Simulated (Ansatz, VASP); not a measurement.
# Li in VASP and in Ansatz

```
Li
1.0
     0.00000    2.20200    2.16897
     2.20200    0.00000    2.16897
     2.20200    2.20200    0.00000
Li
1
Direct
  0.00000 0.00000 0.00000
```

Change from the starting cell: strain -0.0150 x Voigt [0, 0, 1, 0, 0, 0], atoms carried along.

Alike in both runs: task single point; functional r2SCAN; k mesh 18 × 18 × 18; occupations gaussian, width 0.15 eV; no spin polarisation.

|  | VASP | Ansatz |
| --- | --- | --- |
| version | VASP 6.6.1 | Ansatz 0.2.0 |
| potentials or method | VASP PAW PBE potentials, release 64 (Li_sv), cutoff 830 eV | scalar-relativistic, plane waves, PAW |
| valence electrons in the cell | 3 | 3 |

```tsv
	VASP	Ansatz	Ansatz less VASP
gap on the k mesh at the Fermi level (eV)	none	none	-
pressure (GPa)	-0.2	0.0	+0.17
traceless stress, the component that is largest in VASP (GPa)	-0.08	0.06	+0.143
```

VASP's potentials were made for PBE, not for r2SCAN. A gap of «none» marks a metal or a gap that the smearing closes. The functional is the same, so the differences come from potentials, cutoffs and numerics.
